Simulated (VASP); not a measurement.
A run of VASP 6.6.1 is set up as follows.

File INCAR:

```
SYSTEM = PbO
ALGO     = Normal         ! electronic algorithm
EDIFF    = 1E-6           ! SCF threshold, eV
ENCUT    = 600            ! plane-wave cutoff, eV
GGA      = PE             ! functional
GGA_COMPAT= .FALSE.      
ISIF     = 2              ! what is computed and relaxed
ISMEAR   = 0              ! smearing method
IVDW     = 12             ! dispersion correction
LASPH    = .TRUE.         ! aspherical terms in the spheres
LCHARG   = .FALSE.        ! write CHGCAR
LREAL    = .FALSE.        ! projectors in reciprocal space
LWAVE    = .FALSE.        ! write WAVECAR
NBANDS   = 28             ! bands
NELM     = 120            ! most SCF steps
PREC     = Accurate       ! precision mode
SIGMA    = 0.02           ! smearing width, eV
```

Contents of KPOINTS:

```
k-points
0
G
  8 8 6
  0 0 0
```

File POSCAR:

```
PbO
1.0
    4.0742890095      0.0000000000      0.0000000000
    0.0000000000      3.9960692953      0.0000000000
    0.0000000000      0.0000000000      4.9914775442
Pb O
2 2
Direct
    0.0000000000      0.5000000000      0.2377349822
    0.5000000000      0.0000000000      0.7622650178
    0.0000000000      0.0000000000     -0.0043291070
    0.5000000000      0.5000000000      0.0043291070
```

Potentials or basis: VASP PAW PBE potentials, release 64 (Pb_d, O).

Launch:

```bash
$ cat potpaw_PBE.64/Pb_d/POTCAR potpaw_PBE.64/O/POTCAR > POTCAR
$ mpirun -np 1 vasp_std > vasp.out
```

(1) What does it give for the band gap on the k mesh?

(2) Predict the dispersion energy per atom.

(3) What does it give for the pressure?

## Answers

(1) 1.27 eV (least direct gap 2.19 eV).

(2) -0.234 eV.

(3) 0.0 GPa.

Caveat: the cell differs from its parent crystal (uniaxial strain along a: +1.0 %, then relaxed in part); spin-orbit coupling is left out, which moves the levels of the heavy elements.
